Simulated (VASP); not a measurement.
A run of VASP 6.6.1:

File POSCAR:

```
CuPd
1.0
    2.9622913200      0.0000000000      0.0000000000
    0.0000000000      2.9622913200      0.0000000000
    0.0000000000      0.0000000000      2.9622913200
Cu Pd
1 1
Direct
    0.0000000000      0.0000000000      0.0000000000
    0.5000000000      0.5000000000      0.5000000000
```

INCAR.step1

```
PREC = Accurate ; ENCUT = 520
ISMEAR = -1 ; SIGMA = 0.1
LREAL = F ; LASPH = T
NELM = 60 ; GGA = PE
ALGO = Normal ; EDIFF = 1E-4
LWAVE = T ; LCHARG = F
```

Contents of INCAR.step2:

```
PREC = Accurate ; ENCUT = 520
EDIFF = 1E-6 ; ISMEAR = -1
SIGMA = 0.1 ; LREAL = F
LASPH = T ; NELM = 60
ALGO = Normal ; ISIF = 2
LWAVE = F ; LCHARG = F
METAGGA = R2SCAN ; LMIXTAU = T
IBRION = 2 ; NSW = 50
EDIFFG = -0.01 ; ISTART = 1
```

The input KPOINTS:

```
regular mesh
0
Gamma
  11 11 11
```

Potentials or basis: VASP PAW PBE potentials, release 64 (Cu, Pd).

Launch:

```sh
$ cat potpaw_PBE.64/Cu/POTCAR potpaw_PBE.64/Pd/POTCAR > POTCAR
$ cp INCAR.step1 INCAR
$ mpirun -np 1 vasp_std > vasp.out
$ cp INCAR.step2 INCAR
$ mpirun -np 1 vasp_std > vasp.out
```

Hardware: 1 thread of Oxide Virtual Turin-like Processor (shared host).

Q: Estimate the wall time of this run.

A: Wall time 59 s on 1 thread of Oxide Virtual Turin-like Processor, on a shared host, peak memory 0.12 GiB. Counts: k points 56, ion steps 1.
